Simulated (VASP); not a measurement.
# Pt (Pm-3m) in VASP: notebook, part 3 of 3

VASP 6.6.1. The steps go on from the part before.

## 7. Single point, PBE, collinear spin, ferromagnetic start

INCAR reads:

```
SYSTEM = Pt
  PREC = Accurate
  ENCUT = 520
  EDIFF = 1E-7
  ISMEAR = -1
  SIGMA = 0.05
  LREAL = .False.
  LASPH = .True.
  NELM = 150
  ALGO = Normal
  ISIF = 2
  LWAVE = .False.
  LCHARG = .False.
  ISPIN = 2
  MAGMOM = 1
  LORBIT = 11
  LMAXMIX = 4
  GGA = PE
  NBANDS = 15
```

KPOINTS reads:

```
regular mesh
0
Gamma
  20 20 20
  0 0 0
```

POSCAR reads:

```
Pt
1.0
    2.6246004218      0.0000000000      0.0000000000
    0.0000000000      2.6246004218      0.0000000000
    0.0000000000      0.0000000000      2.6246004218
Pt
1
Direct
    0.0000000000      0.0000000000      0.0000000000
```

Potentials or basis: VASP PAW PBE potentials, release 64 (Pt).

Launch:

```
$ cat potpaw_PBE.64/Pt/POTCAR > POTCAR
$ mpirun -np 1 vasp_std > vasp.out
```

OUTCAR:

```text
SYSTEM = Pt
   PREC = Accurate
   ENCUT = 520
   EDIFF = 1E-7
   ISMEAR = -1
   LREAL = .False.
   LASPH = .True.
   NELM = 150
   ISIF = 2
   ISPIN = 2
   LORBIT = 11
   GGA = PE

 ion  position               nearest neighbor table
   1  0.000  0.000  0.000-

  LATTYP: Found a simple cubic cell.
 ALAT       =     2.6246004218

  Lattice vectors:

 A1 = (   2.6246004218,   0.0000000000,   0.0000000000)
 A2 = (   0.0000000000,   2.6246004218,   0.0000000000)
 A3 = (   0.0000000000,   0.0000000000,   2.6246004218)

Analysis of symmetry for initial positions (statically):
=====================================================================
 Subroutine PRICEL returns:
 Original cell was already a primitive cell.

 Routine SETGRP: Setting up the symmetry group for a
 simple cubic supercell.

 Subroutine GETGRP returns: Found 48 space group operations
 (whereof 48 operations were pure point group operations)
 out of a pool of 48 trial point group operations.

The static configuration has the point symmetry O_h .

Analysis of symmetry for dynamics (positions and initial velocities):
=====================================================================
 Subroutine PRICEL returns:
 Original cell was already a primitive cell.

 Routine SETGRP: Setting up the symmetry group for a
 simple cubic supercell.

 Subroutine GETGRP returns: Found 48 space group operations
 (whereof 48 operations were pure point group operations)
 out of a pool of 48 trial point group operations.

The dynamic configuration has the point symmetry O_h .

Analysis of structural, dynamic, and magnetic symmetry:
=====================================================================
 Subroutine PRICEL returns:
 Original cell was already a primitive cell.

 Routine SETGRP: Setting up the symmetry group for a
 simple cubic supercell.

 Subroutine GETGRP returns: Found 48 space group operations
 (whereof 48 operations were pure point group operations)
 out of a pool of 48 trial point group operations.

The overall configuration has the point symmetry O_h .

 Subroutine INISYM returns: Found 48 space group operations
[... 154 lines left out ...]
 k-point     1 :       0.0000    0.0000    0.0000
  band No.  band energies     occupation
      1      -0.1868      1.00000
      2       2.5663      1.00000
      3       2.5663      1.00000
      4       8.4629      0.00259
      5       8.4629      0.00259
      6       8.4629      0.00259
      7      23.3515      0.00000
      8      23.3515      0.00000
      9      23.3515      0.00000
     10      29.0413      0.00000
     11      31.7391      0.00000
     12      31.7391      0.00000
     13      35.6628      0.00000
     14      35.6628      0.00000
[... 403 lines left out ...]
      4       7.3561      1.00000
      5       7.6521      0.99997
      6       8.3035      0.05922
      7      19.1068      0.00000
      8      23.1624      0.00000
      9      25.6491      0.00000
     10      28.3482      0.00000
     11      31.8748      0.00000
     12      34.7950      0.00000
     13      36.8481      0.00000
     14      37.6085      0.00000
     15      39.1767      0.00000

 [... further k-points ...]

 spin component 2

 k-point     1 :       0.0000    0.0000    0.0000
  band No.  band energies     occupation
      1      -0.1868      1.00000
      2       2.5664      1.00000
      3       2.5664      1.00000
      4       8.4628      0.00259
      5       8.4628      0.00259
      6       8.4628      0.00259
      7      23.3515      0.00000
      8      23.3515      0.00000
      9      23.3515      0.00000
     10      29.0414      0.00000
     11      31.7391      0.00000
     12      31.7391      0.00000
     13      35.6628      0.00000
     14      35.6628      0.00000
[... 403 lines left out ...]
      4       7.3561      1.00000
      5       7.6520      0.99997
      6       8.3035      0.05925
      7      19.1068      0.00000
      8      23.1624      0.00000
      9      25.6491      0.00000
     10      28.3482      0.00000
     11      31.8748      0.00000
     12      34.7950      0.00000
     13      36.8481      0.00000
     14      37.6085      0.00000
     15      39.1767      0.00000

 [... further k-points ...]
[... 5 lines left out ...]
  --------------------------------------------------------------------------------------
  -------------------------------------------------------------------------------------
  Total       -0.0575749     -0.0575749     -0.0575749     -0.0000000     -0.0000000     -0.0000000
  in kB       -5.1021600     -5.1021600     -5.1021600     -0.0000000     -0.0000000     -0.0000000
  external PRESSURE =      -5.1021600 kB  Pullay stress =       0.0000000 kB

 VOLUME and BASIS-vectors are now :
 -----------------------------------------------------------------------------
  energy-cutoff  :      520.00
  volume of cell :       18.08
      direct lattice vectors                 reciprocal lattice vectors
     2.624600422  0.000000000  0.000000000     0.381010378  0.000000000  0.000000000
     0.000000000  2.624600422  0.000000000     0.000000000  0.381010378  0.000000000
     0.000000000  0.000000000  2.624600422     0.000000000  0.000000000  0.381010378

 POSITION                                       TOTAL-FORCE (eV/Angst)
 -----------------------------------------------------------------------------------
      0.00000      0.00000      0.00000         0.000000      0.000000      0.000000
 -----------------------------------------------------------------------------------
    total drift:                               -0.000000      0.000000      0.000000

  FREE ENERGIE OF THE ION-ELECTRON SYSTEM (eV)
  ---------------------------------------------------
  free  energy   TOTEN  =        -5.6495910899 eV

  energy  without entropy=       -5.6373695128  energy(sigma->0) =       -5.64348030

 total charge

# of ion       s       p       d       tot
------------------------------------------
    1        0.710   0.457   8.037   9.204

 magnetization (x)

# of ion       s       p       d       tot
------------------------------------------
    1        0.000   0.000  -0.000  -0.000
```

Run time: 69 s. Hardware: 1 thread of Intel Xeon Platinum 8488C (Sapphire Rapids), shared host; peak memory 0.21 GiB.

What came out:

```
Free energy                                           : -5.6496 eV
Pressure                                              : -0.5 GPa
Band gap on the k mesh                                : zero (filled and empty bands overlap)
Net moment                                            : 0.00 μB per cell
Valence electrons inside the program's atomic spheres : Pt 9.20
```

Caveat: spin-orbit coupling is left out, which moves the levels of the heavy elements.

## 8. Summary

| cell | k mesh | gap on the mesh (eV) | pressure (GPa) | moment (μB) |
| --- | --- | --- | --- | --- |
| a = 2.625 Å, 1 atom | 12 × 12 × 12 | none | -0.5 | 0.00 |
| a = 2.625 Å, 1 atom | 13 × 13 × 13 | none | -0.7 | 0.00 |
| a = 2.659 Å, 1 atom | 13 × 13 × 13 | none | -6.9 | 0.00 |
| a = 2.693 Å, 1 atom | 13 × 13 × 13 | none | -11.9 | 0.00 |
| a = 2.726 Å, 1 atom | 13 × 13 × 13 | none | -15.7 | 0.00 |
| a = 2.625 Å, 1 atom | 20 × 20 × 20 | none | -0.5 | 0.00 |

Alike in all rows: task single point; level PBE; potentials or basis VASP PAW PBE potentials, release 64 (Pt); spin collinear, ferromagnetic start; cutoff (eV) 520; smearing fermi-dirac 0.05 eV.

Every run on the cell as given and a fine mesh finds a metal.

Caveats: spin-orbit coupling is left out, which moves the levels of the heavy elements.

Total energies depend on the potentials used, so only differences within one code and one set of settings carry meaning.
